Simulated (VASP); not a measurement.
Here is a VASP 6.6.1 calculation.

File INCAR:

```
SYSTEM = AlN
PREC = Accurate
ENCUT = 520
EDIFF = 1E-6
ISMEAR = 0
SIGMA = 0.1
LREAL = .FALSE.
LASPH = .TRUE.
NELM = 80
ALGO = Normal
ISIF = 2
LWAVE = .FALSE.
LCHARG = .FALSE.
GGA = PE
NBANDS = 21
```

The input KPOINTS:

```
regular mesh
0
G
  6 6 4
  0 0 0
```

The input POSCAR:

```
AlN
1.0
    3.5932250200      0.0000000000      0.0000000000
   -1.7966125100      3.1118241500      0.0000000000
    0.0000000000      0.0000000000      7.1159024100
Al N
3 3
Direct
    0.7740052500      0.0000000000      0.3333333300
    0.0000000000      0.7740052500      0.6666666700
    0.2259947500      0.2259947500      0.0000000000
    0.6855738000      0.0000000000      0.8333333300
    0.0000000000      0.6855738000      0.1666666700
    0.3144262000      0.3144262000      0.5000000000
```

Potentials or basis: VASP PAW PBE potentials, release 64 (Al, N).

Run with:

```sh
$ cat potpaw_PBE.64/Al/POTCAR potpaw_PBE.64/N/POTCAR > POTCAR
$ mpirun -np 1 vasp_std > vasp.out
```

Estimate the band gap on the k mesh.

0.18 eV, indirect (least direct gap 0.91 eV).

What does it give for the pressure?

-33.2 GPa.

What does it give for the largest force?

0.797 eV/Å.

Forces on the atoms (eV/Å):
```
Al   0.043  0.000  0.000
Al  -0.021  0.037  0.000
Al  -0.021 -0.037  0.000
N    0.797  0.000  0.000
N   -0.399  0.690  0.000
N   -0.399 -0.690  0.000
```

A k mesh can miss the band edges.
